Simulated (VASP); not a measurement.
# BAs (F-43m) in VASP: a series of runs

Runs on BAs. Level: PBE. Tasks: single point.

Everything below comes from runs of VASP 6.6.1. Logs are shortened: lines on timing, memory, paths and dates and some standing lists are left out, and cuts for length are marked.

### Step 1. The cell of the first run

Symmetry: F-43m, No. 216, cubic system. The conventional cell has a = 3.693 Å, b = 3.693 Å, c = 3.693 Å, α = 90.00°, β = 90.00°, γ = 90.00°. Within 2.1 Å of B (site symmetry -43m) lie 4 As at 1.60 Å. Within 2.1 Å of As (site symmetry -43m) lie 4 B at 1.60 Å.

### Step 2. Single point, PBE (volume scaled by 0.45)

The input, INCAR:

```
ALGO = Normal
EDIFF = 1E-6
ENCUT = 520
GGA = PE
ISIF = 2
ISMEAR = -1
LASPH = T
LCHARG = F
LREAL = F
LWAVE = F
NBANDS = 11
NELM = 100
PREC = Accurate
SIGMA = 0.03
```

The input, KPOINTS:

```
k-points
0
Gamma
  10 10 10
```

The input, POSCAR:

```
BAs
1.0
    0.0000000000      1.8465198986      1.8465198986
    1.8465198986      0.0000000000      1.8465198986
    1.8465198986      1.8465198986      0.0000000000
B As
1 1
Direct
    0.7500000000      0.7500000000      0.7500000000
    0.0000000000      0.0000000000      0.0000000000
```

Potentials or basis: VASP PAW PBE potentials, release 64 (B, As).

Command:

```sh
cat potpaw_PBE.64/B/POTCAR potpaw_PBE.64/As/POTCAR > POTCAR
mpirun -np 1 vasp_std > vasp.out
```

OUTCAR:

```text
EDIFF = 1E-6
   ENCUT = 520
   GGA = PE
   ISIF = 2
   ISMEAR = -1
   LASPH = T
   LREAL = F
   NELM = 100
   PREC = Accurate

 ion  position               nearest neighbor table
   1  0.750  0.750  0.750-   2 1.60   2 1.60   2 1.60   2 1.60
   2  0.000  0.000  0.000-   1 1.60   1 1.60   1 1.60   1 1.60

  LATTYP: Found a face centered cubic cell.
 ALAT       =     3.6930397972

  Lattice vectors:

 A1 = (   0.0000000000,   1.8465198986,   1.8465198986)
 A2 = (   1.8465198986,   0.0000000000,   1.8465198986)
 A3 = (   1.8465198986,   1.8465198986,   0.0000000000)

Analysis of symmetry for initial positions (statically):
=====================================================================
 Subroutine PRICEL returns:
 Original cell was already a primitive cell.

 Routine SETGRP: Setting up the symmetry group for a
 face centered cubic supercell.

 Subroutine GETGRP returns: Found 24 space group operations
 (whereof 24 operations were pure point group operations)
 out of a pool of 48 trial point group operations.

The static configuration has the point symmetry T_d .

Analysis of symmetry for dynamics (positions and initial velocities):
=====================================================================
 Subroutine PRICEL returns:
 Original cell was already a primitive cell.

 Routine SETGRP: Setting up the symmetry group for a
 face centered cubic supercell.

 Subroutine GETGRP returns: Found 24 space group operations
 (whereof 24 operations were pure point group operations)
 out of a pool of 48 trial point group operations.

The dynamic configuration has the point symmetry T_d .

 Subroutine INISYM returns: Found 24 space group operations
 (whereof 24 operations are pure point group operations),
 and found     1 'primitive' translations

----------------------------------------------------------------------------------------

                                     Primitive cell

  volume of cell :      12.5919

  direct lattice vectors                    reciprocal lattice vectors
     0.000000000  1.846519899  1.846519899    -0.270779644  0.270779644  0.270779644
     1.846519899  0.000000000  1.846519899     0.270779644 -0.270779644  0.270779644
     1.846519899  1.846519899  0.000000000     0.270779644  0.270779644 -0.270779644

  length of vectors
     2.611373484  2.611373484  2.611373484     0.469004100  0.469004100  0.469004100

  position of ions in fractional coordinates (direct lattice)
     0.750000000  0.750000000  0.750000000
     0.000000000  0.000000000  0.000000000

  ion indices of the primitive-cell ions
   primitive index   ion index
                 1           1
                 2           2

----------------------------------------------------------------------------------------

 KPOINTS: k-points

Automatic generation of k-mesh.
 Grid dimensions read from file:
 generate k-points for:   10   10   10

 Generating k-lattice:

  Cartesian coordinates                     Fractional coordinates (reciprocal lattice)
    -0.027077964  0.027077964  0.027077964     0.100000000  0.000000000  0.000000000
     0.027077964 -0.027077964  0.027077964     0.000000000  0.100000000  0.000000000
     0.027077964  0.027077964 -0.027077964     0.000000000  0.000000000  0.100000000

  Length of vectors
     0.046900410  0.046900410  0.046900410

  Shift w.r.t. Gamma in fractional coordinates (k-lattice)
     0.000000000  0.000000000  0.000000000

 Subroutine IBZKPT returns following result:
 ===========================================

 Found     47 irreducible k-points:

 Following reciprocal coordinates:
            Coordinates               Weight
  0.000000  0.000000  0.000000      1.000000
  0.100000  0.000000  0.000000      8.000000
  0.200000  0.000000  0.000000      8.000000
  0.300000  0.000000  0.000000      8.000000
  0.400000  0.000000  0.000000      8.000000
  0.500000  0.000000  0.000000      4.000000
[... 16 lines left out ...]
  0.300000  0.300000  0.000000      6.000000
  0.400000  0.300000  0.000000     24.000000
 [... further k-points ...]
   k-points           NKPTS =     47   k-points in BZ     NKDIM =     47   number of bands    NBANDS=     11
   number of dos      NEDOS =    301   number of ions     NIONS =      2
   total plane-waves  NPLWV =   8000
   dimension x,y,z NGX =    20 NGY =   20 NGZ =   20
   dimension x,y,z NGXF=    40 NGYF=   40 NGZF=   40
   ions per type =               1   1
   NGX,Y,Z   is equivalent  to a cutoff of  12.73, 12.73, 12.73 a.u.
   NGXF,Y,Z  is equivalent  to a cutoff of  25.46, 25.46, 25.46 a.u.
 SYSTEM =  unknown system
   PREC   = accura    normal or accurate (medium, high low for compatibility)
   ISTART =      0    job   : 0-new  1-cont  2-samecut
   ICHARG =      2    charge: 1-file 2-atom 10-const
   ISPIN  =      1    spin polarized calculation?
   LNONCOLLINEAR =      F non collinear calculations
   LSORBIT =      F    spin-orbit coupling
   LASPH  =      T    aspherical Exc in radial PAW
   ENCUT  =  520.0 eV  38.22 Ry    6.18 a.u.   4.86  4.86  4.86*2*pi/ulx,y,z
   NELM   =    100;   NELMIN=  2; NELMDL= -5     # of ELM steps
   EDIFF  = 0.1E-05   stopping-criterion for ELM
   LREAL  =      F    real-space projection
   EDIFFG = 0.1E-04   stopping-criterion for IOM
   NSW    =      0    number of steps for IOM
   IBRION =     -1    ionic relax: 0-MD 1-quasi-New 2-CG
   NFREE  =      0    steps in history (QN), initial steepest desc. (CG)
   ISIF   =      2    stress and relaxation
   ISYM   =      2    0-nonsym 1-usesym 2-fastsym
   POTIM  = 0.5000    time-step for ionic-motion
   TEBEG  =    0.0;   TEEND  =   0.0 temperature during run
   PSTRESS=    0.0 pullay stress
   NELECT =       8.0000    total number of electrons
   NUPDOWN=      -1.0000    fix difference up-down
   EMIN   =  10.00;   EMAX   =-10.00  energy-range for DOS
   EFERMI =   0.00;   METHOD = LEGACY
   ISMEAR =    -1;   SIGMA  =   0.03  broadening in eV -4-tet -1-fermi 0-gaus
   EFERMI_NEDOS =   21; number of points for ismear=-14 and -15
   IALGO  =     38    algorithm
   IMIX   =      4    mixing-type and parameters
     AMIX     =   0.40;   BMIX     =  1.00
     AMIX_MAG =   1.60;   BMIX_MAG =  1.00
  volume/ion in A,a.u.               =       6.30        42.49
  Fermi-wavevector in a.u.,A,eV,Ry     =   1.407367  2.659539 26.948830  1.980683
  Thomas-Fermi vector in A             =   2.529634
   LORBIT       =      0    0 simple, 1 ext, 2 COOP (PROOUT), +10 PAW based schemes
   GGA     = PE    functional components
   LHFCALC =     F    Hartree Fock is set to
   AEXX    =    0.0000 exact exchange contribution
   IVDW    =     0    specifies the selected vdW correction
   LEPSILON=     F    determine dielectric tensor
   LRPA    =     F    only Hartree local field effects (RPA)
 non-spin polarized calculation
  energy-cutoff  :      520.00
  volume of cell :       12.59
 maximum number of plane-waves:       346
   NGX =  9   NGY =  9   NGZ =  9

 number of electron       8.0000000 magnetization

 Free energy of the ion-electron system (eV)
  ---------------------------------------------------
  ext. energy  EPLUGINS =         0.00000000
  ---------------------------------------------------
  free energy    TOTEN  =         1.11644346 eV

  energy without entropy =        1.11645965  energy(sigma->0) =        1.11645156

 E-fermi :  18.0228     XC(G=0): -14.2529

 val. band max:       17.8768292997   @ k =   0.0000   0.0000   0.0000
 cond. band min:      18.1688346439   @ k =   0.5000   0.5000   0.0000
 fundamental gap:      0.2920053442
 Fermi energy:        18.0227964041

 k-point     1 :       0.0000    0.0000    0.0000
  band No.  band energies     occupation
      1      -7.1534      2.00000
      2      17.8768      1.98470
      3      17.8768      1.98470
      4      17.8768      1.98470
      5      23.2800      0.00000
      6      23.2800      0.00000
      7      23.2800      0.00000
      8      30.2881      0.00000
      9      35.0625      0.00000
     10      35.0625      0.00000
     11      35.4936      0.00000

 k-point     2 :       0.1000    0.0000    0.0000
  band No.  band energies     occupation
      1      -6.8538      2.00000
      2      15.6450      2.00000
      3      17.2994      2.00000
      4      17.2994      2.00000
      5      24.0362      0.00000
      6      24.0362      0.00000
      7      24.3432      0.00000
      8      29.9549      0.00000
      9      32.3949      0.00000
     10      32.3949      0.00000
     11      34.9475      0.00000

 k-point     3 :       0.2000    0.0000    0.0000
  band No.  band energies     occupation
      1      -5.9552      2.00000
      2      11.6400      2.00000
      3      16.2480      2.00000
      4      16.2480      2.00000
      5      25.0001      0.00000
      6      25.0001      0.00000
      7      25.5286      0.00000
      8      29.0236      0.00000
      9      31.3204      0.00000
     10      31.3204      0.00000
     11      35.9214      0.00000

 k-point     4 :       0.3000    0.0000    0.0000
  band No.  band energies     occupation
      1      -4.4615      2.00000
      2       7.5455      2.00000
      3      15.3516      2.00000
      4      15.3516      2.00000
      5      24.6065      0.00000
      6      24.6065      0.00000
      7      26.2735      0.00000
      8      28.0700      0.00000
      9      33.0916      0.00000
     10      33.0916      0.00000
     11      37.2911      0.00000
[... 239 lines left out ...]
 k-point    22 :      -0.2000    0.2000    0.0000
  band No.  band energies     occupation
      1      -3.9650      2.00000
      2       9.3803      2.00000
      3       9.9913      2.00000
      4      15.6179      2.00000
      5      23.5319      0.00000
      6      25.7709      0.00000
      7      27.7561      0.00000
      8      29.4102      0.00000
      9      30.3001      0.00000
     10      37.2627      0.00000
     11      40.6666      0.00000

 k-point    23 :       0.3000    0.3000    0.0000
  band No.  band energies     occupation
      1      -3.5565      2.00000
      2      11.3683      2.00000
      3      11.3683      2.00000
      4      11.3955      2.00000
      5      19.0860      0.00000
      6      20.7812      0.00000
      7      32.7156      0.00000
      8      32.7156      0.00000
      9      37.0473      0.00000
     10      38.1654      0.00000
     11      42.8606      0.00000

 k-point    24 :       0.4000    0.3000    0.0000
  band No.  band energies     occupation
      1      -2.0725      2.00000
      2       8.6901      2.00000
      3       9.9458      2.00000
      4      10.7868      2.00000
      5      19.1627      0.00000
      6      21.1250      0.00000
      7      32.9677      0.00000
      8      33.9843      0.00000
      9      37.8489      0.00000
     10      40.4061      0.00000
     11      43.5316      0.00000

 [... further k-points ...]
[... 5 lines left out ...]
  --------------------------------------------------------------------------------------
  -------------------------------------------------------------------------------------
  Total       39.5955429     39.5955429     39.5955429     -0.0000000      0.0000000     -0.0000000
  in kB     5038.0783005   5038.0783005   5038.0783005     -0.0000000      0.0000000     -0.0000000
  external PRESSURE =    5038.0783005 kB  Pullay stress =       0.0000000 kB

 VOLUME and BASIS-vectors are now :
 -----------------------------------------------------------------------------
  energy-cutoff  :      520.00
  volume of cell :       12.59
      direct lattice vectors                 reciprocal lattice vectors
     0.000000000  1.846519899  1.846519899    -0.270779644  0.270779644  0.270779644
     1.846519899  0.000000000  1.846519899     0.270779644 -0.270779644  0.270779644
     1.846519899  1.846519899  0.000000000     0.270779644  0.270779644 -0.270779644

 POSITION                                       TOTAL-FORCE (eV/Angst)
 -----------------------------------------------------------------------------------
      2.76978      2.76978      2.76978        -0.000000     -0.000000      0.000000
      0.00000      0.00000      0.00000         0.000000      0.000000      0.000000
 -----------------------------------------------------------------------------------
    total drift:                                0.000000      0.000000     -0.000000

  FREE ENERGIE OF THE ION-ELECTRON SYSTEM (eV)
  ---------------------------------------------------
  free  energy   TOTEN  =         1.1164434648 eV

  energy  without entropy=        1.1164596523  energy(sigma->0) =        1.11645156
```

Run time: 7.9 s. Hardware: 1 thread of Intel Xeon Platinum 8488C (Sapphire Rapids), shared host; peak memory 0.12 GiB.

What came out:

```yaml
Free_energy: 1.1164 eV
Pressure: 503.8 GPa
Band_gap_on_the_k_mesh: 0.29 eV, indirect (least direct gap 5.08 eV)
```

 A k mesh can miss the band edges.

### Step 3. Single point, PBE (volume scaled by 0.75)

The input, INCAR:

```
PREC = Accurate
ENCUT = 520
EDIFF = 1E-6
ISMEAR = -1
SIGMA = 0.03
LREAL = False
LASPH = True
NELM = 100
ALGO = Normal
ISIF = 2
LWAVE = False
LCHARG = False
GGA = PE
NBANDS = 11
```

The input, KPOINTS:

```
regular mesh
0
Gamma
  10 10 10
```

The input, POSCAR:

```
BAs
1.0
    0.0000000000      2.1892914214      2.1892914214
    2.1892914214      0.0000000000      2.1892914214
    2.1892914214      2.1892914214      0.0000000000
B As
1 1
Direct
    0.7500000000      0.7500000000      0.7500000000
    0.0000000000      0.0000000000      0.0000000000
```

Potentials or basis: VASP PAW PBE potentials, release 64 (B, As).

Command:

```sh
cat potpaw_PBE.64/B/POTCAR potpaw_PBE.64/As/POTCAR > POTCAR
mpirun -np 1 vasp_std > vasp.out
```

OUTCAR:

```text
PREC = Accurate
   ENCUT = 520
   EDIFF = 1E-6
   ISMEAR = -1
   LREAL = False
   LASPH = True
   NELM = 100
   ISIF = 2
   GGA = PE

 ion  position               nearest neighbor table
   1  0.750  0.750  0.750-   2 1.90   2 1.90   2 1.90   2 1.90
   2  0.000  0.000  0.000-   1 1.90   1 1.90   1 1.90   1 1.90

  LATTYP: Found a face centered cubic cell.
 ALAT       =     4.3785828428

  Lattice vectors:

 A1 = (   0.0000000000,   2.1892914214,   2.1892914214)
 A2 = (   2.1892914214,   0.0000000000,   2.1892914214)
 A3 = (   2.1892914214,   2.1892914214,   0.0000000000)

Analysis of symmetry for initial positions (statically):
=====================================================================
 Subroutine PRICEL returns:
 Original cell was already a primitive cell.

 Routine SETGRP: Setting up the symmetry group for a
 face centered cubic supercell.

 Subroutine GETGRP returns: Found 24 space group operations
 (whereof 24 operations were pure point group operations)
 out of a pool of 48 trial point group operations.

The static configuration has the point symmetry T_d .

[... 161 lines left out ...]
 val. band max:        9.3439198305   @ k =   0.0000   0.0000   0.0000
 cond. band min:      10.2269133632   @ k =   0.4000   0.4000   0.0000
 fundamental gap:      0.8829935327
 Fermi energy:         9.7751805268

 k-point     1 :       0.0000    0.0000    0.0000
  band No.  band energies     occupation
      1      -8.7275      2.00000
      2       9.3439      2.00000
      3       9.3439      2.00000
      4       9.3439      2.00000
      5      13.0252      0.00000
      6      13.0252      0.00000
      7      13.0252      0.00000
      8      17.4531      0.00000
      9      20.5405      0.00000
     10      23.4530      0.00000
     11      23.4530      0.00000
[... 309 lines left out ...]
 k-point    24 :       0.4000    0.3000    0.0000
  band No.  band energies     occupation
      1      -5.3341      2.00000
      2       2.1162      2.00000
      3       4.1803      2.00000
      4       4.8160      2.00000
      5      10.8773      0.00000
      6      12.7021      0.00000
      7      20.2303      0.00000
      8      20.2493      0.00000
      9      23.8493      0.00000
     10      27.0800      0.00000
     11      28.8228      0.00000

 [... further k-points ...]
[... 5 lines left out ...]
  --------------------------------------------------------------------------------------
  -------------------------------------------------------------------------------------
  Total        8.8220798      8.8220798      8.8220798      0.0000000      0.0000000     -0.0000000
  in kB      673.5050266    673.5050266    673.5050266      0.0000000      0.0000000     -0.0000000
  external PRESSURE =     673.5050266 kB  Pullay stress =       0.0000000 kB

 VOLUME and BASIS-vectors are now :
 -----------------------------------------------------------------------------
  energy-cutoff  :      520.00
  volume of cell :       20.99
      direct lattice vectors                 reciprocal lattice vectors
     0.000000000  2.189291421  2.189291421    -0.228384396  0.228384396  0.228384396
     2.189291421  0.000000000  2.189291421     0.228384396 -0.228384396  0.228384396
     2.189291421  2.189291421  0.000000000     0.228384396  0.228384396 -0.228384396

 POSITION                                       TOTAL-FORCE (eV/Angst)
 -----------------------------------------------------------------------------------
      3.28394      3.28394      3.28394        -0.000000     -0.000000     -0.000000
      0.00000      0.00000      0.00000         0.000000      0.000000      0.000000
 -----------------------------------------------------------------------------------
    total drift:                               -0.000000     -0.000000     -0.000000

  FREE ENERGIE OF THE ION-ELECTRON SYSTEM (eV)
  ---------------------------------------------------
  free  energy   TOTEN  =       -10.2627568909 eV

  energy  without entropy=      -10.2627568876  energy(sigma->0) =      -10.26275689
```

OSZICAR:

```text
N       E                     dE             d eps       ncg     rms          rms(c)
DAV:   1     0.107061752031E+02    0.10706E+02   -0.39753E+03  1034   0.648E+02
DAV:   2    -0.110073715899E+02   -0.21714E+02   -0.20613E+02  1352   0.116E+02
DAV:   3    -0.115474787923E+02   -0.54011E+00   -0.53890E+00  1301   0.140E+01
DAV:   4    -0.115483920574E+02   -0.91327E-03   -0.91322E-03  1157   0.663E-01
DAV:   5    -0.115483929875E+02   -0.93008E-06   -0.93009E-06  1247   0.220E-02    0.711E+00
DAV:   6    -0.104241681860E+02    0.11242E+01   -0.24174E+00  1127   0.734E+00    0.348E+00
DAV:   7    -0.102724672063E+02    0.15170E+00   -0.48286E-01  1213   0.344E+00    0.124E+00
DAV:   8    -0.102623201031E+02    0.10147E-01   -0.24263E-02  1154   0.992E-01    0.128E-01
DAV:   9    -0.102626314285E+02   -0.31133E-03   -0.59978E-04  1237   0.165E-01    0.828E-02
DAV:  10    -0.102627547813E+02   -0.12335E-03   -0.16076E-04  1118   0.801E-02    0.171E-02
DAV:  11    -0.102627578694E+02   -0.30880E-05   -0.32264E-06  1249   0.129E-02    0.164E-02
DAV:  12    -0.102627568909E+02    0.97852E-06   -0.14740E-06  1071   0.682E-03
   1 F= -.10262757E+02 E0= -.10262757E+02  d E =-.326172E-08
```

stdout:

```text
POSCAR found type information on POSCAR B As
 POSCAR found :  2 types and       2 ions
 scaLAPACK will be used
 LDA part: xc-table for (Slater+PW92), standard interpolation
 POSCAR, INCAR and KPOINTS ok, starting setup
 FFT: planning ... GRIDC
 FFT: planning ... GRID_SOFT
 FFT: planning ... GRID
 WAVECAR not read
 entering main loop
```

Wall time 8.3 s (1 thread of Intel Xeon Platinum 8488C (Sapphire Rapids), shared host); peak memory 0.14 GiB.

Results:

| Property | Result |
| --- | --- |
| Free energy | -10.2628 eV |
| Pressure | 67.4 GPa |
| Band gap on the k mesh | 0.88 eV, indirect (least direct gap 3.68 eV) |

Levels at points of the mesh, in eV from the valence-band top:
| k point | band 1 | band 2 | band 3 | band 4 | band 5 | band 6 | band 7 | band 8 | band 9 |
| --- | --- | --- | --- | --- | --- | --- | --- | --- | --- |
| (0.00, 0.00, 0.00) | -18.07 | 0.00 | 0.00 | 0.00 | 3.68 | 3.68 | 3.68 | 8.11 | 11.20 |
| (0.50, 0.00, 0.00) | -14.13 | -10.96 | -2.29 | -2.29 | 4.42 | 5.05 | 5.05 | 9.22 | 14.92 |
| (0.50, 0.50, 0.00) | -12.40 | -10.16 | -5.28 | -5.28 | 1.02 | 1.18 | 14.05 | 14.05 | 15.48 |

 A k mesh can miss the band edges.

(Part 1 of 2 ends here.)
